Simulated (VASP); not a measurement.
# Sr (P-3m1) in VASP: a series of runs

The runs below take Sr through electric field gradients, with PBE.

All numbers are computed with VASP 6.6.1; they aren't measurements. Logs are shortened: lines on timing, memory, paths and dates and some standing lists are left out, and cuts for length are marked.

**1. The cell of the first run**

The structure is trigonal, space group P-3m1 (No. 164). The conventional cell has a = 4.310 Å, b = 4.310 Å, c = 7.050 Å, α = 90.00°, β = 90.00°, γ = 120.00°. Within 5.6 Å of Sr (site symmetry 3m) lie 12 Sr at 4.25 to 4.38 Å.

**2. Electric field gradients, PBE (atom 1 (Sr) moved by [0.0, 0.0, 0.08] A)**

Contents of INCAR:

```
SYSTEM = Sr
ALGO = Normal
EDIFF = 1E-8
ENCUT = 520
GGA = PE
ISIF = 2
ISMEAR = -1
LASPH = .TRUE.
LCHARG = .FALSE.
LEFG = .TRUE.
LREAL = .FALSE.
LWAVE = .FALSE.
NBANDS = 17
NELM = 60
PREC = Accurate
SIGMA = 0.08
```

Contents of KPOINTS:

```
k-points
0
G
  10 10 5
  0 0 0
```

Contents of POSCAR:

```
Sr
1.0
    4.3100002207      0.0000000000      0.0000000000
   -2.1550001104      3.7325696814      0.0000000000
    0.0000000000      0.0000000000      7.0500000000
Sr
2
Direct
    0.3333333333      0.6666666667      0.2613475177
    0.6666666667      0.3333333333      0.7500000000
```

Potentials or basis: VASP PAW PBE potentials, release 64 (Sr_sv).

On the command line:

```
cat potpaw_PBE.64/Sr_sv/POTCAR > POTCAR
mpirun -np 1 vasp_std > vasp.out
```

OUTCAR:

```text
SYSTEM = Sr
   EDIFF = 1E-8
   ENCUT = 520
   GGA = PE
   ISIF = 2
   ISMEAR = -1
   LASPH = .TRUE.
   LREAL = .FALSE.
   NELM = 60
   PREC = Accurate

 ion  position               nearest neighbor table
   1  0.333  0.667  0.261-   2 4.25   2 4.25   2 4.25   2 4.38   2 4.38   2 4.38
   2  0.667  0.333  0.750-   1 4.25   1 4.25   1 4.25   1 4.38   1 4.38   1 4.38

  LATTYP: Found a hexagonal cell.
 ALAT       =     4.3100002207
 C/A-ratio  =     1.6357307747

  Lattice vectors:

 A1 = (   4.3100002207,   0.0000000000,   0.0000000000)
 A2 = (  -2.1550001104,   3.7325696814,   0.0000000000)
 A3 = (   0.0000000000,   0.0000000000,   7.0500000000)

Analysis of symmetry for initial positions (statically):
=====================================================================
 Subroutine PRICEL returns:
 Original cell was already a primitive cell.

 Routine SETGRP: Setting up the symmetry group for a
 hexagonal supercell.

 Subroutine GETGRP returns: Found 12 space group operations
 (whereof  6 operations were pure point group operations)
 out of a pool of 24 trial point group operations.

The static configuration has the point symmetry C_3v.
 The point group associated with its full space group is D_3d.

Analysis of symmetry for dynamics (positions and initial velocities):
=====================================================================
 Subroutine PRICEL returns:
 Original cell was already a primitive cell.

 Routine SETGRP: Setting up the symmetry group for a
 hexagonal supercell.

 Subroutine GETGRP returns: Found 12 space group operations
 (whereof  6 operations were pure point group operations)
 out of a pool of 24 trial point group operations.

The dynamic configuration has the point symmetry C_3v.
 The point group associated with its full space group is D_3d.

 Subroutine INISYM returns: Found 12 space group operations
 (whereof  6 operations are pure point group operations),
 and found     1 'primitive' translations

----------------------------------------------------------------------------------------

                                     Primitive cell

  volume of cell :     113.4160

[... 123 lines left out ...]
   NGX = 17   NGY = 17   NGZ = 27

 number of electron      20.0000000 magnetization

 Free energy of the ion-electron system (eV)
  ---------------------------------------------------
  ext. energy  EPLUGINS =         0.00000000
  ---------------------------------------------------
  free energy    TOTEN  =        -3.28996289 eV

  energy without entropy =       -3.22950307  energy(sigma->0) =       -3.25973298

 E-fermi :   1.4838     XC(G=0):  -7.2570

 val. band max:        1.4821377968   @ k =   0.2000  -0.0000   0.0000
 cond. band min:       1.4847010123   @ k =   0.1000   0.1000   0.0000
 fundamental gap:      0.0025632156
 Fermi energy:         1.4838219137

 k-point     1 :       0.0000    0.0000    0.0000
  band No.  band energies     occupation
      1     -35.1911      2.00000
      2     -35.1790      2.00000
      3     -17.2564      2.00000
      4     -17.1097      2.00000
      5     -17.1097      2.00000
      6     -17.0852      2.00000
[... 457 lines left out ...]
      4     -17.2288      2.00000
      5     -17.1630      2.00000
      6     -17.1461      2.00000
[... 9 lines left out ...]
     16       5.5193      0.00000
     17       5.5691      0.00000

 [... further k-points ...]

------------------------ aborting loop because EDIFF is reached ----------------------------------------

  FORCE on cell =-STRESS in cart. coord.  units (eV):
  Direction    XX          YY          ZZ          XY          YZ          ZX
  --------------------------------------------------------------------------------------
  -------------------------------------------------------------------------------------
  Total       -0.2195710     -0.2195710     -0.1177385      0.0000000      0.0000000      0.0000000
  in kB       -3.1017810     -3.1017810     -1.6632400      0.0000000      0.0000000      0.0000000
  external PRESSURE =      -2.6222674 kB  Pullay stress =       0.0000000 kB

 VOLUME and BASIS-vectors are now :
 -----------------------------------------------------------------------------
  energy-cutoff  :      520.00
  volume of cell :      113.42
      direct lattice vectors                 reciprocal lattice vectors
     4.310000221  0.000000000  0.000000000     0.232018550  0.133955972  0.000000000
    -2.155000110  3.732569681  0.000000000     0.000000000  0.267911944  0.000000000
     0.000000000  0.000000000  7.050000000     0.000000000  0.000000000  0.141843972

 POSITION                                       TOTAL-FORCE (eV/Angst)
 -----------------------------------------------------------------------------------
     -0.00000      2.48838      1.84250         0.000000      0.000000     -0.102870
      2.15500      1.24419      5.28750        -0.000000      0.000000      0.102870
 -----------------------------------------------------------------------------------
    total drift:                                0.000000     -0.000000      0.000000

  FREE ENERGIE OF THE ION-ELECTRON SYSTEM (eV)
  ---------------------------------------------------
  free  energy   TOTEN  =        -3.2899628910 eV

  energy  without entropy=       -3.2295030674  energy(sigma->0) =       -3.25973298

 Electric field gradients (V/A^2)
---------------------------------------------------------------------
 ion       V_xx      V_yy      V_zz      V_xy      V_xz      V_yz
---------------------------------------------------------------------
   1       2.133     2.133    -4.265     0.000    -0.000     0.000
   2       2.133     2.133    -4.265     0.000     0.000    -0.000
---------------------------------------------------------------------

 Electric field gradients after diagonalization (V/A^2)
 (convention: |V_zz| > |V_xx| > |V_yy|)
----------------------------------------------------------------------
 ion       V_xx      V_yy      V_zz     asymmetry (V_yy - V_xx)/ V_zz
----------------------------------------------------------------------
   1       2.133     2.133    -4.265       0.000
   2       2.133     2.133    -4.265       0.000
----------------------------------------------------------------------

           NMR quadrupolar parameters

 Cq : quadrupolar parameter    Cq=e*Q*V_zz/h
 eta: asymmetry parameters     (V_yy - V_xx)/ V_zz
 Q  : nuclear electric quadrupole moment in mb (millibarn)
----------------------------------------------------------------------
 ion       Cq(MHz)       eta       Q (mb)
----------------------------------------------------------------------
   1      -0.010       0.000       1.000
   2      -0.010       0.000       1.000
----------------------------------------------------------------------
```

Run time: 2.2 min. Hardware: 1 thread of Oxide Virtual Turin-like, shared host; peak memory 0.23 GiB.

Results:

* Free energy: -3.2900 eV
* Pressure: -0.3 GPa
* Largest force: 0.103 eV/Å
* Band gap on the k mesh: zero (band 10 reaches 1.60 eV, above the bottom of band 11 at 1.47 eV)

Forces on the atoms (eV/Å):
```
Sr   0.000  0.000 -0.103
Sr   0.000  0.000  0.103
```

Stress tensor (GPa, compression positive):
```
-0.31  0.00  0.00
 0.00 -0.31  0.00
 0.00  0.00 -0.17
```

Levels at points of the mesh, in eV from the Fermi level:
```csv
k point,band 8,band 9,band 10,band 11,band 12,band 13
"(0.00, 0.00, 0.00)",-18.56,-3.60,-1.12,0.02,2.27,2.27
"(0.50, 0.00, 0.00)",-18.59,-1.11,-0.55,0.10,0.25,1.28
```

Electric field gradients, principal values (V/Å²):
```csv
atom,least,middle,greatest (by size)
1 Sr,2.133,2.133,-4.265
2 Sr,2.133,2.133,-4.265
```

Caveat: the cell differs from its parent crystal (atom 1 (Sr) moved by [0.0, 0.0, 0.08] A); without QUAD_EFG the Cq values of the log hold for a quadrupole moment of 1 mb, not for the nuclei.

**3. Electric field gradients, PBE**

Contents of INCAR:

```
  ALGO = Normal
  EDIFF = 1E-8
  ENCUT = 520
  GGA = PE
  ISIF = 2
  ISMEAR = 1
  LASPH = True
  LCHARG = False
  LEFG = True
  LREAL = False
  LWAVE = False
  NBANDS = 17
  NELM = 80
  PREC = Accurate
  SIGMA = 0.001
```

Contents of KPOINTS:

```
k-points
0
Gamma
  10 10 5
```

POSCAR is that of step 2.

Potentials or basis: VASP PAW PBE potentials, release 64 (Sr_sv).

On the command line:

```
cat potpaw_PBE.64/Sr_sv/POTCAR > POTCAR
mpirun -np 1 vasp_std > vasp.out
```

OUTCAR:

```text
EDIFF = 1E-8
   ENCUT = 520
   GGA = PE
   ISIF = 2
   ISMEAR = 1
   LASPH = True
   LREAL = False
   NELM = 80
   PREC = Accurate

 ion  position               nearest neighbor table
   1  0.333  0.667  0.261-   2 4.25   2 4.25   2 4.25   2 4.38   2 4.38   2 4.38
   2  0.667  0.333  0.750-   1 4.25   1 4.25   1 4.25   1 4.38   1 4.38   1 4.38

  LATTYP: Found a hexagonal cell.
 ALAT       =     4.3100002207
 C/A-ratio  =     1.6357307747

  Lattice vectors:

 A1 = (   4.3100002207,   0.0000000000,   0.0000000000)
 A2 = (  -2.1550001104,   3.7325696814,   0.0000000000)
 A3 = (   0.0000000000,   0.0000000000,   7.0500000000)

Analysis of symmetry for initial positions (statically):
=====================================================================
 Subroutine PRICEL returns:
 Original cell was already a primitive cell.

 Routine SETGRP: Setting up the symmetry group for a
 hexagonal supercell.

 Subroutine GETGRP returns: Found 12 space group operations
 (whereof  6 operations were pure point group operations)
 out of a pool of 24 trial point group operations.

The static configuration has the point symmetry C_3v.
 The point group associated with its full space group is D_3d.

Analysis of symmetry for dynamics (positions and initial velocities):
=====================================================================
 Subroutine PRICEL returns:
 Original cell was already a primitive cell.

 Routine SETGRP: Setting up the symmetry group for a
 hexagonal supercell.

 Subroutine GETGRP returns: Found 12 space group operations
 (whereof  6 operations were pure point group operations)
 out of a pool of 24 trial point group operations.

The dynamic configuration has the point symmetry C_3v.
 The point group associated with its full space group is D_3d.

 Subroutine INISYM returns: Found 12 space group operations
 (whereof  6 operations are pure point group operations),
 and found     1 'primitive' translations

----------------------------------------------------------------------------------------

                                     Primitive cell

  volume of cell :     113.4160

  direct lattice vectors                    reciprocal lattice vectors
     4.310000221  0.000000000  0.000000000     0.232018550  0.133955972  0.000000000
    -2.155000110  3.732569681  0.000000000     0.000000000  0.267911944  0.000000000
     0.000000000  0.000000000  7.050000000     0.000000000  0.000000000  0.141843972

  length of vectors
     4.310000221  4.310000221  7.050000000     0.267911944  0.267911944  0.141843972

  position of ions in fractional coordinates (direct lattice)
     0.333333333  0.666666667  0.261347518
     0.666666667  0.333333333  0.750000000

  ion indices of the primitive-cell ions
   primitive index   ion index
                 1           1
                 2           2

----------------------------------------------------------------------------------------

 KPOINTS: k-points
[... 75 lines left out ...]
   ISYM   =      2    0-nonsym 1-usesym 2-fastsym
   POTIM  = 0.5000    time-step for ionic-motion
   TEBEG  =    0.0;   TEEND  =   0.0 temperature during run
   PSTRESS=    0.0 pullay stress
   NELECT =      20.0000    total number of electrons
   NUPDOWN=      -1.0000    fix difference up-down
   EMIN   =  10.00;   EMAX   =-10.00  energy-range for DOS
   EFERMI =   0.00;   METHOD = LEGACY
   ISMEAR =     1;   SIGMA  =   0.00  broadening in eV -4-tet -1-fermi 0-gaus
   EFERMI_NEDOS =   21; number of points for ismear=-14 and -15
   IALGO  =     38    algorithm
   IMIX   =      4    mixing-type and parameters
     AMIX     =   0.40;   BMIX     =  1.00
     AMIX_MAG =   1.60;   BMIX_MAG =  1.00
  volume/ion in A,a.u.               =      56.71       382.68
  Fermi-wavevector in a.u.,A,eV,Ry     =   0.918037  1.734838 11.466873  0.842791
  Thomas-Fermi vector in A             =   2.043073
   LORBIT       =      0    0 simple, 1 ext, 2 COOP (PROOUT), +10 PAW based schemes
   GGA     = PE    functional components
   LHFCALC =     F    Hartree Fock is set to
   AEXX    =    0.0000 exact exchange contribution
   IVDW    =     0    specifies the selected vdW correction
   LEPSILON=     F    determine dielectric tensor
   LRPA    =     F    only Hartree local field effects (RPA)
 non-spin polarized calculation
 Methfessel and Paxton  Order N= 1 SIGMA  =   0.00
  energy-cutoff  :      520.00
  volume of cell :      113.42
 maximum number of plane-waves:      3069
   NGX = 17   NGY = 17   NGZ = 27

 number of electron      20.0000000 magnetization

 Free energy of the ion-electron system (eV)
  ---------------------------------------------------
  ext. energy  EPLUGINS =         0.00000000
  ---------------------------------------------------
  free energy    TOTEN  =        -3.25845279 eV

  energy without entropy =       -3.25845291  energy(sigma->0) =       -3.25845283

 E-fermi :   1.5022     XC(G=0):  -7.2585

 val. band max:        1.4968071687   @ k =   0.3000  -0.0000   0.0000
 cond. band min:       1.5030821654   @ k =   0.0000   0.0000   0.0000
 fundamental gap:      0.0062749968
 Fermi energy:         1.5022402832

 k-point     1 :       0.0000    0.0000    0.0000
  band No.  band energies     occupation
      1     -35.2002      2.00000
      2     -35.1880      2.00000
      3     -17.2608      2.00000
      4     -17.1199      2.00000
      5     -17.1199      2.00000
      6     -17.0954      2.00000
[... 457 lines left out ...]
      4     -17.2384      2.00000
      5     -17.1681      2.00000
      6     -17.1563      2.00000
[... 9 lines left out ...]
     16       5.5165      0.00000
     17       5.5673      0.00000

 [... further k-points ...]

------------------------ aborting loop because EDIFF is reached ----------------------------------------

  FORCE on cell =-STRESS in cart. coord.  units (eV):
  Direction    XX          YY          ZZ          XY          YZ          ZX
  --------------------------------------------------------------------------------------
  -------------------------------------------------------------------------------------
  Total       -0.2851510     -0.2851510      0.1089468      0.0000000      0.0000000      0.0000000
  in kB       -4.0282011     -4.0282011      1.5390428      0.0000000      0.0000000      0.0000000
  external PRESSURE =      -2.1724532 kB  Pullay stress =       0.0000000 kB

 VOLUME and BASIS-vectors are now :
 -----------------------------------------------------------------------------
  energy-cutoff  :      520.00
  volume of cell :      113.42
      direct lattice vectors                 reciprocal lattice vectors
     4.310000221  0.000000000  0.000000000     0.232018550  0.133955972  0.000000000
    -2.155000110  3.732569681  0.000000000     0.000000000  0.267911944  0.000000000
     0.000000000  0.000000000  7.050000000     0.000000000  0.000000000  0.141843972

 POSITION                                       TOTAL-FORCE (eV/Angst)
 -----------------------------------------------------------------------------------
     -0.00000      2.48838      1.84250         0.000000      0.000000     -0.106523
      2.15500      1.24419      5.28750         0.000000      0.000000      0.106523
 -----------------------------------------------------------------------------------
    total drift:                                0.000000     -0.000000      0.000000

  FREE ENERGIE OF THE ION-ELECTRON SYSTEM (eV)
  ---------------------------------------------------
  free  energy   TOTEN  =        -3.2584527901 eV

  energy  without entropy=       -3.2584529060  energy(sigma->0) =       -3.25845283

 Electric field gradients (V/A^2)
---------------------------------------------------------------------
 ion       V_xx      V_yy      V_zz      V_xy      V_xz      V_yz
---------------------------------------------------------------------
   1       6.717     6.717   -13.433     0.000    -0.000     0.000
   2       6.717     6.717   -13.433     0.000     0.000    -0.000
---------------------------------------------------------------------

 Electric field gradients after diagonalization (V/A^2)
 (convention: |V_zz| > |V_xx| > |V_yy|)
----------------------------------------------------------------------
 ion       V_xx      V_yy      V_zz     asymmetry (V_yy - V_xx)/ V_zz
----------------------------------------------------------------------
   1       6.717     6.717   -13.433       0.000
   2       6.717     6.717   -13.433       0.000
----------------------------------------------------------------------

           NMR quadrupolar parameters

 Cq : quadrupolar parameter    Cq=e*Q*V_zz/h
 eta: asymmetry parameters     (V_yy - V_xx)/ V_zz
 Q  : nuclear electric quadrupole moment in mb (millibarn)
----------------------------------------------------------------------
 ion       Cq(MHz)       eta       Q (mb)
----------------------------------------------------------------------
   1      -0.032       0.000       1.000
   2      -0.032       0.000       1.000
----------------------------------------------------------------------
```

stdout:

```text
POSCAR found type information on POSCAR Sr
 POSCAR found :  1 types and       2 ions
 scaLAPACK will be used
 LDA part: xc-table for (Slater+PW92), standard interpolation
 POSCAR, INCAR and KPOINTS ok, starting setup
 FFT: planning ... GRIDC
 FFT: planning ... GRID_SOFT
 FFT: planning ... GRID
 WAVECAR not read
 entering main loop
ion   1

ion   2
```

Run time: 3.3 min. Hardware: 1 thread of Oxide Virtual Turin-like, shared host; peak memory 0.23 GiB.

What came out:

```yaml
Free_energy: -3.2585 eV
Pressure: -0.2 GPa
Largest_force: 0.107 eV/Å
Band_gap_on_the_k_mesh: zero (band 10 reaches 1.59 eV, above the bottom of band 11 at 1.47 eV)
```

Forces in eV/Å, atoms in the order of the input:
```
Sr   0.000  0.000 -0.107
Sr   0.000  0.000  0.107
```

Stress tensor (GPa, compression positive):
```
-0.40  0.00  0.00
 0.00 -0.40  0.00
 0.00  0.00  0.15
```

Levels at points of the mesh, in eV from the Fermi level:
```tsv
k point	band 7	band 8	band 9	band 10	band 11	band 12	band 13	band 14
(0.00, 0.00, 0.00)	-18.60	-18.59	-3.62	-1.14	0.00	2.24	2.24	2.26
(0.50, 0.00, 0.00)	-18.63	-18.62	-1.13	-0.57	0.08	0.23	1.26	1.82
```

Electric field gradients, principal values (V/Å²):
```
atom  least  middle  greatest (by size)
1 Sr  6.717   6.717             -13.433
2 Sr  6.717   6.717             -13.433
```

Caveat: without QUAD_EFG the Cq values of the log hold for a quadrupole moment of 1 mb, not for the nuclei.
